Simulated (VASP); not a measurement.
Here is a VASP 6.6.1 calculation.

File INCAR:

```
ALGO = Normal
EDIFF = 1E-6
ENCUT = 750
GGA = PE
GGA_COMPAT = F
ISIF = 2
ISMEAR = 0
LASPH = T
LCHARG = F
LMAXMIX = 6
LREAL = F
LWAVE = F
NBANDS = 26
NELM = 200
PREC = Accurate
SIGMA = 0.1
```

The input KPOINTS:

```
k-points
0
Gamma
  4 4 4
```

File POSCAR:

```
Li4TmGe
1.0
    2.5583109360     -4.8725249794      0.0000000000
    2.5583109360      4.8725249794      0.0000000000
    0.0000000000      0.0000000000      4.2963196224
Li Tm Ge
4 1 1
Direct
    0.6557524426      0.3442475574      0.0000000000
    0.3442475574      0.6557524426      0.0000000000
    0.5000000000      0.0000000000      0.5000000000
    0.0000000000      0.5000000000      0.5000000000
    0.0000000000      0.0000000000      0.0000000000
    0.5000000000      0.5000000000      0.5000000000
```

Potentials or basis: VASP PAW PBE potentials, release 64 (Li_sv, Tm_3, Ge_d), 4f in core.

Run with:

```sh
$ cat potpaw_PBE.64/Li_sv/POTCAR potpaw_PBE.64/Tm_3/POTCAR potpaw_PBE.64/Ge_d/POTCAR > POTCAR
$ mpirun -np 1 vasp_std > vasp.out
```

Problem. Estimate the band gap on the k mesh.

Solution. Zero (an odd number of electrons rules out a gap without spin polarisation).

Problem. What does it give for the largest force?

Solution. 0.012 eV/Å.

Problem. Estimate the pressure.

Solution. 0.1 GPa.

Forces on the atoms (eV/Å):
```
Li   0.000 -0.012  0.000
Li   0.000  0.012  0.000
Li   0.000  0.000  0.000
Li   0.000  0.000  0.000
Tm   0.000  0.000  0.000
Ge   0.000  0.000  0.000
```

Caveat: the k points lie up to 0.37 Å⁻¹ apart, too coarse for converged energies and pressures of a metal; spin-orbit coupling is left out, which moves the levels of the heavy elements; the 4f electrons are frozen in the core, so they carry no moment and show no levels. Spin polarisation is off, so any magnetic state and its effect on volume and gap are missing.
